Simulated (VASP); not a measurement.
# CdS (P6_3mc) in VASP: a series of runs

CdS is run at these levels: PBE, r2SCAN; tasks: single point.

All numbers are computed with VASP 6.6.1; they aren't measurements. Logs are shortened: lines on timing, memory, paths and dates and some standing lists are left out, and cuts for length are marked.

## (1) The cell of the first run

It takes space group P6_3mc (No. 186, hexagonal). The conventional cell has a = 4.169 Å, b = 4.169 Å, c = 6.780 Å, α = 90.00°, β = 90.00°, γ = 120.00°. Cd (site symmetry 3m) has 4 S at 2.55 Å within 3.4 Å. S (site symmetry 3m) has 4 Cd at 2.55 Å within 3.4 Å.

## (2) Single point, PBE

INCAR reads:

```
SYSTEM = CdS
PREC = Accurate
ENCUT = 520
EDIFF = 1E-7
ISMEAR = -1
SIGMA = 0.01
LREAL = .FALSE.
LASPH = .TRUE.
NELM = 60
ALGO = Normal
ISIF = 2
LWAVE = .FALSE.
LCHARG = .TRUE.
GGA = PE
LELF = .TRUE.
LVHAR = .TRUE.
NBANDS = 26
```

KPOINTS reads:

```
Automatic mesh
0
G
  9 9 5
  0 0 0
```

POSCAR reads:

```
CdS
1.0
    4.1688380995      0.0000000000      0.0000000000
   -2.0844190498      3.6103196984      0.0000000000
    0.0000000000      0.0000000000      6.7796174100
Cd S
2 2
Direct
    0.6666666667      0.3333333333      0.5002243700
    0.3333333333      0.6666666667      0.0002243700
    0.6666666667      0.3333333333      0.8767756300
    0.3333333333      0.6666666667      0.3767756300
```

Potentials or basis: VASP PAW PBE potentials, release 64 (Cd, S).

Launch:

```sh
$ cat potpaw_PBE.64/Cd/POTCAR potpaw_PBE.64/S/POTCAR > POTCAR
$ mpirun -np 1 vasp_std > vasp.out
```

OUTCAR:

```text
SYSTEM = CdS
   PREC = Accurate
   ENCUT = 520
   EDIFF = 1E-7
   ISMEAR = -1
   LREAL = .FALSE.
   LASPH = .TRUE.
   NELM = 60
   ISIF = 2
   GGA = PE

 ion  position               nearest neighbor table
   1  0.667  0.333  0.500-   4 2.55   4 2.55   4 2.55   3 2.55
   2  0.333  0.667  0.000-   3 2.55   3 2.55   3 2.55   4 2.55
   3  0.667  0.333  0.877-   2 2.55   2 2.55   2 2.55   1 2.55
   4  0.333  0.667  0.377-   1 2.55   1 2.55   1 2.55   2 2.55

  LATTYP: Found a hexagonal cell.
 ALAT       =     4.1688380995
 C/A-ratio  =     1.6262606626

  Lattice vectors:

 A1 = (   4.1688380995,   0.0000000000,   0.0000000000)
 A2 = (  -2.0844190498,   3.6103196984,   0.0000000000)
 A3 = (   0.0000000000,   0.0000000000,   6.7796174100)

Analysis of symmetry for initial positions (statically):
[... 6 lines left out ...]

 Subroutine GETGRP returns: Found 12 space group operations
 (whereof  6 operations were pure point group operations)
 out of a pool of 24 trial point group operations.

The static configuration has the point symmetry C_3v.
 The point group associated with its full space group is C_6v.

Analysis of symmetry for dynamics (positions and initial velocities):
[... 6 lines left out ...]

 Subroutine GETGRP returns: Found 12 space group operations
 (whereof  6 operations were pure point group operations)
 out of a pool of 24 trial point group operations.

The dynamic configuration has the point symmetry C_3v.
 The point group associated with its full space group is C_6v.

 Subroutine INISYM returns: Found 12 space group operations
 (whereof  6 operations are pure point group operations),
 and found     1 'primitive' translations

----------------------------------------------------------------------------------------

                                     Primitive cell

  volume of cell :     102.0389

  direct lattice vectors                    reciprocal lattice vectors
     4.168838100  0.000000000  0.000000000     0.239874991  0.138491890  0.000000000
    -2.084419050  3.610319698  0.000000000     0.000000000  0.276983781  0.000000000
     0.000000000  0.000000000  6.779617410     0.000000000  0.000000000  0.147500949

  length of vectors
     4.168838100  4.168838099  6.779617410     0.276983781  0.276983781  0.147500949

  position of ions in fractional coordinates (direct lattice)
     0.666666667  0.333333333  0.500224370
     0.333333333  0.666666667  0.000224370
     0.666666667  0.333333333  0.876775630
     0.333333333  0.666666667  0.376775630

  ion indices of the primitive-cell ions
   primitive index   ion index
                 1           1
                 2           2
[... 68 lines left out ...]
   ISPIN  =      1    spin polarized calculation?
   LNONCOLLINEAR =      F non collinear calculations
   LSORBIT =      F    spin-orbit coupling
   LASPH  =      T    aspherical Exc in radial PAW
   ENCUT  =  520.0 eV  38.22 Ry    6.18 a.u.   7.75  7.75 12.61*2*pi/ulx,y,z
   NELM   =     60;   NELMIN=  2; NELMDL= -5     # of ELM steps
   EDIFF  = 0.1E-06   stopping-criterion for ELM
   LREAL  =      F    real-space projection
   EDIFFG = 0.1E-05   stopping-criterion for IOM
   NSW    =      0    number of steps for IOM
   IBRION =     -1    ionic relax: 0-MD 1-quasi-New 2-CG
   NFREE  =      0    steps in history (QN), initial steepest desc. (CG)
   ISIF   =      2    stress and relaxation
   ISYM   =      2    0-nonsym 1-usesym 2-fastsym
   POTIM  = 0.5000    time-step for ionic-motion
   TEBEG  =    0.0;   TEEND  =   0.0 temperature during run
   PSTRESS=    0.0 pullay stress
   NELECT =      36.0000    total number of electrons
   NUPDOWN=      -1.0000    fix difference up-down
   EMIN   =  10.00;   EMAX   =-10.00  energy-range for DOS
   EFERMI =   0.00;   METHOD = LEGACY
   ISMEAR =    -1;   SIGMA  =   0.01  broadening in eV -4-tet -1-fermi 0-gaus
   EFERMI_NEDOS =   21; number of points for ismear=-14 and -15
   IALGO  =     38    algorithm
   IMIX   =      4    mixing-type and parameters
     AMIX     =   0.40;   BMIX     =  1.00
     AMIX_MAG =   1.60;   BMIX_MAG =  1.00
  volume/ion in A,a.u.               =      25.51       172.15
  Fermi-wavevector in a.u.,A,eV,Ry     =   1.156788  2.186012 18.206746  1.338158
  Thomas-Fermi vector in A             =   2.293405
   LORBIT       =      0    0 simple, 1 ext, 2 COOP (PROOUT), +10 PAW based schemes
   GGA     = PE    functional components
[... 5 lines left out ...]
 non-spin polarized calculation
  energy-cutoff  :      520.00
  volume of cell :      102.04
 maximum number of plane-waves:      2778
 NGX is ok and might be reduce to    32
   NGX = 15   NGY = 15   NGZ = 25

 number of electron      35.9999997 magnetization

 Free energy of the ion-electron system (eV)
  ---------------------------------------------------
  ext. energy  EPLUGINS =         0.00000000
  ---------------------------------------------------
  free energy    TOTEN  =       -12.28794089 eV

  energy without entropy =      -12.28794089  energy(sigma->0) =      -12.28794089

 E-fermi :   1.2947     XC(G=0):  -9.0137

 val. band max:        1.0768758549   @ k =   0.0000   0.0000   0.0000
 cond. band min:       2.2401358072   @ k =   0.0000   0.0000   0.0000
 fundamental gap:      1.1632599523
 Fermi energy:         1.2946616473

 k-point     1 :       0.0000    0.0000    0.0000
  band No.  band energies     occupation
      1     -11.1284      2.00000
      2     -10.7218      2.00000
      3      -6.5344      2.00000
      4      -6.5277      2.00000
      5      -6.5277      2.00000
      6      -6.4488      2.00000
[... 685 lines left out ...]
     25      10.2865      0.00000
     26      10.3285      0.00000

 [... further k-points ...]

------------------------ aborting loop because EDIFF is reached ----------------------------------------

  FORCE on cell =-STRESS in cart. coord.  units (eV):
  Direction    XX          YY          ZZ          XY          YZ          ZX
  --------------------------------------------------------------------------------------
  -------------------------------------------------------------------------------------
  Total        0.9169159      0.9169159      0.9606409     -0.0000000      0.0000000      0.0000000
  in kB       14.3970736     14.3970736     15.0836276     -0.0000000      0.0000000      0.0000000
  external PRESSURE =      14.6259249 kB  Pullay stress =       0.0000000 kB

 VOLUME and BASIS-vectors are now :
 -----------------------------------------------------------------------------
  energy-cutoff  :      520.00
  volume of cell :      102.04
      direct lattice vectors                 reciprocal lattice vectors
     4.168838100  0.000000000  0.000000000     0.239874991  0.138491890  0.000000000
    -2.084419050  3.610319698  0.000000000     0.000000000  0.276983781  0.000000000
     0.000000000  0.000000000  6.779617410     0.000000000  0.000000000  0.147500949

 POSITION                                       TOTAL-FORCE (eV/Angst)
 -----------------------------------------------------------------------------------
      2.08442      1.20344      3.39133        -0.000000     -0.000000     -0.003456
     -0.00000      2.40688      0.00152         0.000000     -0.000000     -0.003456
      2.08442      1.20344      5.94420        -0.000000      0.000000      0.003456
     -0.00000      2.40688      2.55439         0.000000     -0.000000      0.003456
 -----------------------------------------------------------------------------------
    total drift:                               -0.000000      0.000000     -0.000488

  FREE ENERGIE OF THE ION-ELECTRON SYSTEM (eV)
  ---------------------------------------------------
  free  energy   TOTEN  =       -12.2879408892 eV

  energy  without entropy=      -12.2879408892  energy(sigma->0) =      -12.28794089
```

OSZICAR:

```text
N       E                     dE             d eps       ncg     rms          rms(c)
DAV:   1     0.242650341958E+03    0.24265E+03   -0.17376E+04  1872   0.126E+03
DAV:   2     0.266660308870E+00   -0.24238E+03   -0.23456E+03  2036   0.315E+02
DAV:   3    -0.132409958608E+02   -0.13508E+02   -0.13418E+02  2272   0.743E+01
DAV:   4    -0.133788658803E+02   -0.13787E+00   -0.13775E+00  2158   0.729E+00
DAV:   5    -0.133810263034E+02   -0.21604E-02   -0.21603E-02  2286   0.903E-01    0.108E+01
DAV:   6    -0.123100221926E+02    0.10710E+01   -0.19303E+00  2468   0.140E+01    0.862E+00
DAV:   7    -0.122910922232E+02    0.18930E-01   -0.69977E-01  1956   0.445E+00    0.397E+00
DAV:   8    -0.122888696798E+02    0.22225E-02   -0.81289E-02  2032   0.280E+00    0.512E-01
DAV:   9    -0.122875457942E+02    0.13239E-02   -0.13986E-02  2094   0.144E+00    0.147E-01
DAV:  10    -0.122877840977E+02   -0.23830E-03   -0.12110E-03  2014   0.339E-01    0.118E-01
DAV:  11    -0.122879448967E+02   -0.16080E-03   -0.28463E-04  2084   0.116E-01    0.823E-02
DAV:  12    -0.122879385127E+02    0.63840E-05   -0.14417E-04  1970   0.894E-02    0.153E-02
DAV:  13    -0.122879402910E+02   -0.17783E-05   -0.17946E-05  2258   0.271E-02    0.775E-03
DAV:  14    -0.122879410979E+02   -0.80690E-06   -0.23329E-06  1954   0.131E-02    0.678E-03
DAV:  15    -0.122879408878E+02    0.21006E-06   -0.34943E-07  2198   0.361E-03    0.276E-03
DAV:  16    -0.122879408892E+02   -0.13883E-08   -0.33500E-08  1330   0.110E-03
   1 F= -.12287941E+02 E0= -.12287941E+02  d E =-.793871E-12
```

Run time: 58 s. Hardware: 1 thread of AMD EPYC 9R45 (Zen 5), shared host; peak memory 0.22 GiB.

What came out:

- Free energy: -12.2879 eV
- Pressure: 1.5 GPa
- Largest force: 0.003 eV/Å
- Band gap on the k mesh: 1.16 eV, direct

Forces in eV/Å, atoms in the order of the input:
```
Cd   0.000  0.000 -0.003
Cd   0.000  0.000 -0.003
S    0.000  0.000  0.003
S    0.000  0.000  0.003
```

A hybrid or GW would open this gap; PBE tends to underestimate it.

## (3) Single point, r2SCAN

POSCAR is that of step 2.

INCAR.step1 reads:

```
SYSTEM = CdS
ALGO = Normal
EDIFF = 1E-4
ENCUT = 520
GGA = PE
ISMEAR = -1
LASPH = .True.
LCHARG = .False.
LREAL = .False.
LWAVE = .True.
NBANDS = 26
NELM = 60
PREC = Accurate
SIGMA = 0.01
```

INCAR.step2 reads:

```
SYSTEM = CdS
ALGO = Normal
EDIFF = 1E-6
ENCUT = 520
ISIF = 2
ISMEAR = -1
ISTART = 1
LASPH = .True.
LCHARG = .True.
LELF = .True.
LMIXTAU = .True.
LREAL = .False.
LVHAR = .True.
LWAVE = .False.
METAGGA = R2SCAN
NBANDS = 26
NELM = 60
PREC = Accurate
SIGMA = 0.01
```

KPOINTS reads:

```
k-points
0
Gamma
  9 9 5
  0 0 0
```

Potentials or basis: VASP PAW PBE potentials, release 64 (Cd, S).

Launch:

```sh
$ cat potpaw_PBE.64/Cd/POTCAR potpaw_PBE.64/S/POTCAR > POTCAR
$ cp INCAR.step1 INCAR
$ mpirun -np 1 vasp_std > vasp.out
$ cp INCAR.step2 INCAR
$ mpirun -np 1 vasp_std > vasp.out
```

OUTCAR:

```text
SYSTEM = CdS
   EDIFF = 1E-6
   ENCUT = 520
   ISIF = 2
   ISMEAR = -1
   ISTART = 1
   LASPH = .True.
   LREAL = .False.
   METAGGA = R2SCAN
   NELM = 60
   PREC = Accurate

 ion  position               nearest neighbor table
   1  0.667  0.333  0.500-   4 2.55   4 2.55   4 2.55   3 2.55
   2  0.333  0.667  0.000-   3 2.55   3 2.55   3 2.55   4 2.55
   3  0.667  0.333  0.877-   2 2.55   2 2.55   2 2.55   1 2.55
   4  0.333  0.667  0.377-   1 2.55   1 2.55   1 2.55   2 2.55

  LATTYP: Found a hexagonal cell.
 ALAT       =     4.1688380995
 C/A-ratio  =     1.6262606626

  Lattice vectors:
[... 894 lines left out ...]
  --------------------------------------------------------------------------------------
  -------------------------------------------------------------------------------------
  Total        0.0268922      0.0268922      0.0342163     -0.0000000      0.0000000      0.0000000
  in kB        0.4222507      0.4222507      0.5372514     -0.0000000      0.0000000      0.0000000
  external PRESSURE =       0.4605843 kB  Pullay stress =       0.0000000 kB

 VOLUME and BASIS-vectors are now :
 -----------------------------------------------------------------------------
  energy-cutoff  :      520.00
  volume of cell :      102.04
      direct lattice vectors                 reciprocal lattice vectors
     4.168838100  0.000000000  0.000000000     0.239874991  0.138491890  0.000000000
    -2.084419050  3.610319698  0.000000000     0.000000000  0.276983781  0.000000000
     0.000000000  0.000000000  6.779617410     0.000000000  0.000000000  0.147500949

 POSITION                                       TOTAL-FORCE (eV/Angst)
 -----------------------------------------------------------------------------------
      2.08442      1.20344      3.39133        -0.000000      0.000000     -0.005922
     -0.00000      2.40688      0.00152         0.000000     -0.000000     -0.005922
      2.08442      1.20344      5.94420        -0.000000     -0.000000      0.005922
     -0.00000      2.40688      2.55439         0.000000     -0.000000      0.005922
 -----------------------------------------------------------------------------------
    total drift:                               -0.000000      0.000000     -0.004965

  FREE ENERGIE OF THE ION-ELECTRON SYSTEM (eV)
  ---------------------------------------------------
  free  energy   TOTEN  =       -59.3830183295 eV

  energy  without entropy=      -59.3830183295  energy(sigma->0) =      -59.38301833
```

OSZICAR.step1:

```text
N       E                     dE             d eps       ncg     rms          rms(c)
DAV:   1     0.242650341957E+03    0.24265E+03   -0.17376E+04  1872   0.126E+03
DAV:   2     0.266660308852E+00   -0.24238E+03   -0.23456E+03  2036   0.315E+02
DAV:   3    -0.132409958608E+02   -0.13508E+02   -0.13418E+02  2272   0.743E+01
DAV:   4    -0.133788658803E+02   -0.13787E+00   -0.13775E+00  2158   0.729E+00
DAV:   5    -0.133810263033E+02   -0.21604E-02   -0.21603E-02  2286   0.903E-01    0.108E+01
DAV:   6    -0.123100221927E+02    0.10710E+01   -0.19303E+00  2468   0.140E+01    0.862E+00
DAV:   7    -0.122910922232E+02    0.18930E-01   -0.69977E-01  1956   0.445E+00    0.397E+00
DAV:   8    -0.122888696798E+02    0.22225E-02   -0.81289E-02  2032   0.280E+00    0.512E-01
DAV:   9    -0.122875457941E+02    0.13239E-02   -0.13986E-02  2094   0.144E+00    0.147E-01
DAV:  10    -0.122877840901E+02   -0.23830E-03   -0.12109E-03  2006   0.339E-01    0.118E-01
DAV:  11    -0.122879443873E+02   -0.16030E-03   -0.27654E-04  1858   0.116E-01    0.698E-02
DAV:  12    -0.122879386606E+02    0.57268E-05   -0.12267E-04  1392   0.871E-02
   1 F= -.12287939E+02 E0= -.12287939E+02  d E =-.532052E-12
```

It took 3.5 min on 1 thread of Intel Xeon 6975P-C, shared host; peak memory 0.28 GiB.

Results:

| Quantity | Value |
| --- | --- |
| Free energy | -59.3830 eV |
| Pressure | 0.0 GPa |
| Largest force | 0.006 eV/Å |
| Band gap on the k mesh | 1.61 eV, direct |

Forces in eV/Å, atoms in the order of the input:
```
Cd   0.000  0.000 -0.006
Cd   0.000  0.000 -0.006
S    0.000  0.000  0.006
S    0.000  0.000  0.006
```

Levels at points of the mesh, in eV from the valence-band top:
| k point | band 16 | band 17 | band 18 | band 19 | band 20 | band 21 |
| --- | --- | --- | --- | --- | --- | --- |
| (0.00, 0.00, 0.00) | -0.04 | 0.00 | 0.00 | 1.61 | 3.22 | 6.99 |

Caveat: the PAW data sets were made with another functional, which shifts forces and pressure a little. r2SCAN opens gaps a little over a GGA but as a rule still falls short of measured ones.
